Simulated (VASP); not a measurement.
# Si16H4CO in VASP: single point with PBE

Aim: the single point of Si16H4CO with PBE.

All numbers are computed with VASP 6.6.1; they aren't measurements. Logs are shortened: lines on timing, memory, paths and dates and some standing lists are left out, and cuts for length are marked.

### Step 1. The cell of the first run

The cell holds a slab with vacuum, 22 atoms: a = 7.679 Å, b = 7.679 Å, c = 16.419 Å, α = 90.00°, β = 90.00°, γ = 60.00°.

### Step 2. Single point, PBE

INCAR reads:

```
PREC     = Accurate       # precision mode
ENCUT    = 1000           # plane-wave cutoff, eV
EDIFF    = 1E-6           # SCF threshold, eV
ISMEAR   = 0              # smearing method
SIGMA    = 0.05           # smearing width, eV
LREAL    = Auto         
LASPH    = T              # aspherical terms in the spheres
NELM     = 120            # most SCF steps
ALGO     = Normal         # electronic algorithm
ISIF     = 2              # what is computed and relaxed
LWAVE    = F              # write WAVECAR
LCHARG   = F              # write CHGCAR
GGA      = PE             # functional
NBANDS   = 56             # bands
GGA_COMPAT= F            
NELMDL   = -8
```

KPOINTS reads:

```
regular mesh
0
Gamma
  2 2 1
```

POSCAR reads:

```
Si16H4CO
1.0
    7.6791800000      0.0000000000      0.0000000000
    3.8395900000      6.6503650000      0.0000000000
    0.0000000000      0.0000000000     16.4187650000
H Si C O
4 16 1 1
Direct
    0.1666667000      0.1666667000      0.0609059000
    0.6666667000      0.1666667000      0.0609059000
    0.1666667000      0.6666667000      0.0609059000
    0.6666667000      0.6666667000      0.0609059000
    0.1666667000      0.1666667000      0.1522648000
    0.6666667000      0.1666667000      0.1522648000
    0.1666667000      0.6666667000      0.1522648000
    0.6666667000      0.6666667000      0.1522648000
   -0.1706614882      0.3351608392      0.2078189384
    0.3387048243      0.3222026469      0.2059578006
   -0.1663675004      0.8348740275      0.1977001146
    0.3331446898      0.8342977289      0.1890591910
   -0.1973711473      0.3771686342      0.3590990037
    0.2555416729      0.4412328241      0.3593385983
   -0.1815551211      0.8704596352      0.3393436478
    0.3169218147      0.9002727905      0.3243485606
    0.0077351558      0.0165511921      0.3875187473
    0.4664056730      0.1026024150      0.3390483016
   -0.0619107876      0.5679039144      0.4176289624
    0.4426400694      0.5973036693      0.3958583447
    0.2063873881      0.8149359014      0.4789238310
    0.2081101265      0.8370107849      0.5499886444
```

Potentials or basis: VASP PAW PBE potentials, release 64 (H_h, Si, C_h, O_h).

Command:

```console
> cat potpaw_PBE.64/H_h/POTCAR potpaw_PBE.64/Si/POTCAR potpaw_PBE.64/C_h/POTCAR potpaw_PBE.64/O_h/POTCAR > POTCAR
> mpirun -np 1 vasp_std > vasp.out
```

OUTCAR:

```text
PREC = Accurate
   ENCUT = 1000
   EDIFF = 1E-6
   ISMEAR = 0
   LREAL = Auto
   LASPH = T
   NELM = 120
   ISIF = 2
   GGA = PE
   NELMDL = -8

 ion  position               nearest neighbor table
   1  0.167  0.167  0.061-   5 1.50
   2  0.667  0.167  0.061-   6 1.50
   3  0.167  0.667  0.061-   7 1.50
   4  0.667  0.667  0.061-   8 1.50
   5  0.167  0.167  0.152-   1 1.50  12 2.29  10 2.35   9 2.42
   6  0.667  0.167  0.152-   2 1.50  11 2.33  10 2.35   9 2.38
   7  0.167  0.667  0.152-   3 1.50  12 2.30  11 2.34  10 2.45
   8  0.667  0.667  0.152-   4 1.50  12 2.30  11 2.35   9 2.39
   9  0.829  0.335  0.208-   6 2.38   8 2.39   5 2.42  13 2.50
  10  0.339  0.322  0.206-   5 2.35   6 2.35   7 2.45  18 2.63  14 2.65
  11  0.834  0.835  0.198-   6 2.33   7 2.34  15 2.34   8 2.35
  12  0.333  0.834  0.189-  16 2.27   5 2.29   8 2.30   7 2.30
  13  0.803  0.377  0.359-  19 2.38  17 2.45  20 2.49   9 2.50
  14  0.256  0.441  0.359-  18 2.30  19 2.33  20 2.36  10 2.65
  15  0.818  0.870  0.339-  11 2.34  17 2.37  18 2.38  19 2.40
  16  0.317  0.900  0.324-  12 2.27  17 2.32  20 2.34  18 2.36
  17  0.008  0.017  0.388-  21 2.15  16 2.32  15 2.37  13 2.45
  18  0.466  0.103  0.339-  14 2.30  16 2.36  15 2.38  10 2.63
  19  0.938  0.568  0.418-  14 2.33  13 2.38  15 2.40
  20  0.443  0.597  0.396-  21 2.22  16 2.34  14 2.36  13 2.49
  21  0.206  0.815  0.479-  22 1.18  17 2.15  20 2.22
  22  0.208  0.837  0.550-  21 1.18

  LATTYP: Found a hexagonal cell.
 ALAT       =     7.6791800344
 C/A-ratio  =     2.1380883019

  Lattice vectors:

 A1 = (  -3.8395900000,  -6.6503650000,   0.0000000000)
 A2 = (   7.6791800000,   0.0000000000,   0.0000000000)
 A3 = (   0.0000000000,   0.0000000000,  16.4187650000)

Analysis of symmetry for initial positions (statically):
=====================================================================
 Subroutine PRICEL returns:
 Original cell was already a primitive cell.

 Routine SETGRP: Setting up the symmetry group for a
 hexagonal supercell.

 Subroutine GETGRP returns: Found  1 space group operations
 (whereof  1 operations were pure point group operations)
 out of a pool of 24 trial point group operations.

The static configuration has the point symmetry C_1 .

Analysis of symmetry for dynamics (positions and initial velocities):
=====================================================================
 Subroutine PRICEL returns:
 Original cell was already a primitive cell.

 Routine SETGRP: Setting up the symmetry group for a
 hexagonal supercell.

 Subroutine GETGRP returns: Found  1 space group operations
 (whereof  1 operations were pure point group operations)
 out of a pool of 24 trial point group operations.

The dynamic configuration has the point symmetry C_1 .

 Subroutine INISYM returns: Found  1 space group operations
 (whereof  1 operations are pure point group operations),
 and found     1 'primitive' translations

----------------------------------------------------------------------------------------

                                     Primitive cell

  volume of cell :     838.4957

  direct lattice vectors                    reciprocal lattice vectors
     7.679180000  0.000000000  0.000000000     0.130222237 -0.075183843  0.000000000
     3.839590000  6.650365000  0.000000000     0.000000000  0.150367687  0.000000000
     0.000000000  0.000000000 16.418765000     0.000000000  0.000000000  0.060905921

  length of vectors
     7.679180000  7.679180034 16.418765000     0.150367687  0.150367687  0.060905921

  position of ions in fractional coordinates (direct lattice)
     0.166666700  0.166666700  0.060905900
     0.666666700  0.166666700  0.060905900
     0.166666700  0.666666700  0.060905900
     0.666666700  0.666666700  0.060905900
     0.166666700  0.166666700  0.152264800
     0.666666700  0.166666700  0.152264800
[... 14 lines left out ...]
     0.206387388  0.814935901  0.478923831
     0.208110127  0.837010785  0.549988644

  ion indices of the primitive-cell ions
   primitive index   ion index
                 1           1
                 2           2
                 3           3
                 4           4
                 5           5
                 6           6
[... 14 lines left out ...]
                21          21
                22          22

----------------------------------------------------------------------------------------

 KPOINTS: regular mesh

Automatic generation of k-mesh.
 Grid dimensions read from file:
 generate k-points for:    2    2    1

 Generating k-lattice:

  Cartesian coordinates                     Fractional coordinates (reciprocal lattice)
     0.065111119 -0.037591922  0.000000000     0.500000000 -0.000000000  0.000000000
     0.000000000  0.075183843  0.000000000     0.000000000  0.500000000  0.000000000
     0.000000000  0.000000000  0.060905921     0.000000000  0.000000000  1.000000000

  Length of vectors
     0.075183844  0.075183843  0.060905921

  Shift w.r.t. Gamma in fractional coordinates (k-lattice)
     0.000000000  0.000000000  0.000000000

 Subroutine IBZKPT returns following result:
 ===========================================

 Found      4 irreducible k-points:

 Following reciprocal coordinates:
            Coordinates               Weight
  0.000000  0.000000  0.000000      1.000000
  0.500000 -0.000000  0.000000      1.000000
  0.500000  0.500000  0.000000      1.000000
  0.000000  0.500000  0.000000      1.000000
   k-points           NKPTS =      4   k-points in BZ     NKDIM =      4   number of bands    NBANDS=     56
   number of dos      NEDOS =    301   number of ions     NIONS =     22
   total plane-waves  NPLWV = ******
   dimension x,y,z NGX =    80 NGY =   80 NGZ =  180
   dimension x,y,z NGXF=   160 NGYF=  160 NGZF=  360
   ions per type =               4  16   1   1
   NGX,Y,Z   is equivalent  to a cutoff of  17.32, 17.32, 18.23 a.u.
   NGXF,Y,Z  is equivalent  to a cutoff of  34.64, 34.64, 36.45 a.u.
 SYSTEM =  unknown system
   PREC   = accura    normal or accurate (medium, high low for compatibility)
   ISTART =      0    job   : 0-new  1-cont  2-samecut
   ICHARG =      2    charge: 1-file 2-atom 10-const
   ISPIN  =      1    spin polarized calculation?
   LNONCOLLINEAR =      F non collinear calculations
   LSORBIT =      F    spin-orbit coupling
   LASPH  =      T    aspherical Exc in radial PAW
   ENCUT  = 1000.0 eV  73.50 Ry    8.57 a.u.  19.80 19.80 42.33*2*pi/ulx,y,z
   NELM   =    120;   NELMIN=  2; NELMDL= -8     # of ELM steps
   EDIFF  = 0.1E-05   stopping-criterion for ELM
   LREAL  =      T    real-space projection
   EDIFFG = 0.1E-04   stopping-criterion for IOM
   NSW    =      0    number of steps for IOM
[... 5 lines left out ...]
   TEBEG  =    0.0;   TEEND  =   0.0 temperature during run
   PSTRESS=    0.0 pullay stress
   NELECT =      78.0000    total number of electrons
   NUPDOWN=      -1.0000    fix difference up-down
   EMIN   =  10.00;   EMAX   =-10.00  energy-range for DOS
   EFERMI =   0.00;   METHOD = LEGACY
   ISMEAR =     0;   SIGMA  =   0.05  broadening in eV -4-tet -1-fermi 0-gaus
   EFERMI_NEDOS =   21; number of points for ismear=-14 and -15
   IALGO  =     38    algorithm
   IMIX   =      4    mixing-type and parameters
     AMIX     =   0.40;   BMIX     =  1.00
     AMIX_MAG =   1.60;   BMIX_MAG =  1.00
  volume/ion in A,a.u.               =      38.11       257.20
  Fermi-wavevector in a.u.,A,eV,Ry     =   0.741776  1.401753  7.486355  0.550232
  Thomas-Fermi vector in A             =   1.836497
   LORBIT       =      0    0 simple, 1 ext, 2 COOP (PROOUT), +10 PAW based schemes
   GGA     = PE    functional components
   LHFCALC =     F    Hartree Fock is set to
   AEXX    =    0.0000 exact exchange contribution
   IVDW    =     0    specifies the selected vdW correction
   LEPSILON=     F    determine dielectric tensor
   LRPA    =     F    only Hartree local field effects (RPA)
 non-spin polarized calculation
 Gauss-broadening in eV      SIGMA  =   0.05
  energy-cutoff  :     1000.00
  volume of cell :      838.50
 maximum number of plane-waves:     60253
 NGX is ok and might be reduce to    80
   NGX = 39   NGY = 39   NGZ = 85

 number of electron      78.0000000 magnetization

 Free energy of the ion-electron system (eV)
  ---------------------------------------------------
  ext. energy  EPLUGINS =         0.00000000
  ---------------------------------------------------
  free energy    TOTEN  =      -110.12939212 eV

  energy without entropy =     -110.12939212  energy(sigma->0) =     -110.12939212

 E-fermi :  -0.4880     XC(G=0):  -4.8706

 val. band max:       -0.7855120805   @ k =   0.0000   0.0000   0.0000
 cond. band min:       0.0799454885   @ k =   0.0000   0.5000   0.0000
 fundamental gap:      0.8654575690
 Fermi energy:        -0.4879903289

 k-point     1 :       0.0000    0.0000    0.0000
  band No.  band energies     occupation
      1     -23.3250      2.00000
      2     -12.2165      2.00000
      3     -11.2520      2.00000
      4     -10.2772      2.00000
      5      -9.9276      2.00000
      6      -9.6019      2.00000
[... 43 lines left out ...]
     50       1.9162      0.00000
     51       2.1634      0.00000

 k-point     2 :       0.5000   -0.0000    0.0000
  band No.  band energies     occupation
      1     -23.3250      2.00000
      2     -11.7932      2.00000
      3     -11.2864      2.00000
      4     -10.8413      2.00000
      5     -10.2106      2.00000
      6      -9.9562      2.00000
[... 43 lines left out ...]
     50       2.6752      0.00000
     51       2.9202      0.00000

 k-point     3 :       0.5000    0.5000    0.0000
  band No.  band energies     occupation
      1     -23.3250      2.00000
      2     -11.6893      2.00000
      3     -11.5019      2.00000
      4     -10.7885      2.00000
      5     -10.1245      2.00000
      6      -9.9551      2.00000
[... 43 lines left out ...]
     50       2.8328      0.00000
     51       2.9223      0.00000

 k-point     4 :       0.0000    0.5000    0.0000
  band No.  band energies     occupation
      1     -23.3250      2.00000
      2     -11.7650      2.00000
      3     -11.3116      2.00000
      4     -10.8597      2.00000
      5     -10.1356      2.00000
      6     -10.0441      2.00000
[... 43 lines left out ...]
     50       2.7756      0.00000
     51       2.8556      0.00000
 [bands above 51 left out]

------------------------ aborting loop because EDIFF is reached ----------------------------------------

  FORCE on cell =-STRESS in cart. coord.  units (eV):
  Direction    XX          YY          ZZ          XY          YZ          ZX
  --------------------------------------------------------------------------------------
  -------------------------------------------------------------------------------------
  Total        2.6533867     -4.2676718      0.4293734      2.5015709     -0.2463732      0.0081264
  in kB        5.0700274     -8.1545646      0.8204365      4.7799416     -0.4707640      0.0155278
  external PRESSURE =      -0.7547002 kB  Pullay stress =       0.0000000 kB

 VOLUME and BASIS-vectors are now :
 -----------------------------------------------------------------------------
  energy-cutoff  :     1000.00
  volume of cell :      838.50
      direct lattice vectors                 reciprocal lattice vectors
     7.679180000  0.000000000  0.000000000     0.130222237 -0.075183843  0.000000000
     3.839590000  6.650365000  0.000000000     0.000000000  0.150367687  0.000000000
     0.000000000  0.000000000 16.418765000     0.000000000  0.000000000  0.060905921

 POSITION                                       TOTAL-FORCE (eV/Angst)
 -----------------------------------------------------------------------------------
      1.91980      1.10839      1.00000        -0.070302      0.376687     -0.099088
      5.75939      1.10839      1.00000         0.025546      0.197295     -0.093402
      3.83959      4.43358      1.00000        -0.044875     -0.258312     -0.065978
      7.67918      4.43358      1.00000         0.096185     -0.154749     -0.072858
      1.91980      1.10839      2.50000        -0.407772      0.497176     -0.038735
      5.75939      1.10839      2.50000         0.321969      0.105593      0.141323
[... 14 lines left out ...]
      4.71391      5.41962      7.86334        -0.000675     -0.006175     -0.048063
      4.81189      5.56643      9.03013         0.002841      0.006637      0.044828
 -----------------------------------------------------------------------------------
    total drift:                               -0.016452     -0.002244      0.001838

  FREE ENERGIE OF THE ION-ELECTRON SYSTEM (eV)
  ---------------------------------------------------
  free  energy   TOTEN  =      -110.1293921185 eV

  energy  without entropy=     -110.1293921185  energy(sigma->0) =     -110.12939212
```

It took 15 min on 1 thread of Intel Xeon 6975P-C (Granite Rapids), shared host; peak memory 1.9 GiB.

What came out:

| Item | Value |
| --- | --- |
| Free energy | -110.1294 eV |
| Largest force | 0.644 eV/Å |
| Band gap on the k mesh | 0.87 eV (least direct gap 0.87 eV) |

Forces in eV/Å, atoms in the order of the input:
```
H   -0.070  0.377 -0.099
H    0.026  0.197 -0.093
H   -0.045 -0.258 -0.066
H    0.096 -0.155 -0.073
Si  -0.408  0.497 -0.039
Si   0.322  0.106  0.141
Si  -0.231 -0.435  0.229
Si   0.315 -0.328  0.024
Si   0.000  0.006 -0.004
Si  -0.006  0.007  0.003
Si   0.008  0.000  0.004
Si  -0.004 -0.001 -0.004
Si  -0.005 -0.008 -0.002
Si   0.004 -0.008  0.010
Si   0.002 -0.004 -0.005
Si  -0.011 -0.001 -0.006
Si   0.006  0.001  0.000
Si   0.007  0.005 -0.001
Si  -0.002 -0.001 -0.011
Si  -0.007  0.001 -0.005
C   -0.001 -0.006 -0.048
O    0.003  0.007  0.045
```

Levels at points of the mesh, in eV from the valence-band top:
```csv
k point,band 36,band 37,band 38,band 39,band 40,band 41,band 42,band 43
"(0.00, 0.00, 0.00)",-0.46,-0.37,-0.25,0.00,0.87,1.04,1.41,1.46
"(0.50, 0.00, 0.00)",-1.07,-0.66,-0.36,-0.05,1.18,1.24,1.83,2.06
"(0.50, 0.50, 0.00)",-0.86,-0.74,-0.43,-0.23,0.94,1.19,1.88,2.13
"(0.00, 0.50, 0.00)",-0.81,-0.58,-0.34,-0.07,0.87,1.31,1.82,2.08
```

Caveat: the k points lie up to 0.47 Å⁻¹ apart; there is no dipole correction, which matters where the two faces differ.
